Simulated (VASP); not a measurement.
Ge, 2 atoms in the cell. The structure is cubic, space group Fd-3m (No. 227). Conventional cell: a = 5.732 Å, b = 5.732 Å, c = 5.732 Å, α = 90.00°, β = 90.00°, γ = 90.00°. Within 3.3 Å of Ge (site symmetry -43m) lie 4 Ge at 2.48 Å. 

```yaml
Program: VASP 6.6.1
Task: single point
Functional: PBEsol
Potentials_or_basis: VASP PAW PBE potentials, release 64 (Ge_d)
Cutoff: 520 eV
k_mesh: 11 × 11 × 11
Occupations: fermi-dirac, width 0.05 eV
Spin: no spin polarisation
Dipole_correction: no
Further_INCAR_settings: ALGO = Normal; EDIFF = 1e-06; NBANDS = 21
```

Potentials or basis: VASP PAW PBE potentials, release 64 (Ge_d).

The run is started by

```bash
$ cat potpaw_PBE.64/Ge_d/POTCAR > POTCAR
$ mpirun -np 1 vasp_std > vasp.out
```

Hardware: 1 thread of Intel Xeon 8259CL (shared host).

How long does it take, and how much memory?

Wall time 72 s on 1 thread of Intel Xeon 8259CL, on a shared host, peak memory 0.19 GiB. Counts: scf iterations 12, k points 56.
